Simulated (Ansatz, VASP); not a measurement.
# Ag: VASP beside Ansatz

INCAR

```
SYSTEM = Ag
PREC = Accurate
ENCUT = 520
EDIFF = 1E-6
ISMEAR = 0
SIGMA = 0.15
LREAL = .FALSE.
LASPH = .TRUE.
NELM = 100
ALGO = Fast
ISIF = 2
LWAVE = .FALSE.
LCHARG = .FALSE.
GGA = PE
NBANDS = 12
```

File KPOINTS:

```
Automatic mesh
0
G
  24 24 24
  0 0 0
```

The input POSCAR:

```
Ag
1.0
    0.0000000000      2.0684117098      2.0735956990
    2.0787796882      0.0000000000      2.0735956990
    2.0787796882      2.0684117098      0.0000000000
Ag
1
Direct
    0.0000000000      0.0000000000      0.0000000000
```

Input for Ansatz:

```yaml
crystal:
  lattice:
    - [0.0, 2.0684117098, 2.073595699]
    - [2.0787796882, 0.0, 2.073595699]
    - [2.0787796882, 2.0684117098, 0.0]
  atoms:
    - { symbol: Ag, position: [0.0, 0.0, 0.0] }
basis:
  ecutwfc: 420
kpoints:
  mp_grid: { grid: [24, 24, 24] }
hamiltonian:
  xc: pbe
scf:
  occupations: { method: gaussian, width: 0.15 }
output:
  forces: true
  stress: true
  eigenvalues: true
```

Change from the starting cell: strain +0.0025 x Voigt [1, -1, 0, 0, 0, 0], atoms carried along.

Alike in both runs: task single point; functional PBE; k mesh 24 × 24 × 24; occupations gaussian, width 0.15 eV; no spin polarisation.

|  | VASP | Ansatz |
| --- | --- | --- |
| version | VASP 6.6.1 | Ansatz 0.2.0 |
| potentials or method | VASP PAW PBE potentials, release 64 (Ag), cutoff 520 eV | scalar-relativistic, plane waves, PAW |
| valence electrons in the cell | 11 | 19 |

|  | VASP | Ansatz | Ansatz less VASP |
| --- | --- | --- | --- |
| gap on the k mesh at the Fermi level (eV) | none | none | - |
| pressure (GPa) | 0.0 | 0.0 | +0.06 |
| traceless stress, the component that is largest in VASP (GPa) | -0.09 | -0.09 | -0.001 |

A gap of «none» marks a metal or a gap that the smearing closes. The functional is the same, so the differences come from potentials, cutoffs and numerics. VASP's potentials hold 11 valence electrons a cell and Ansatz's 19, so a difference there can come from the potentials and not from the codes.
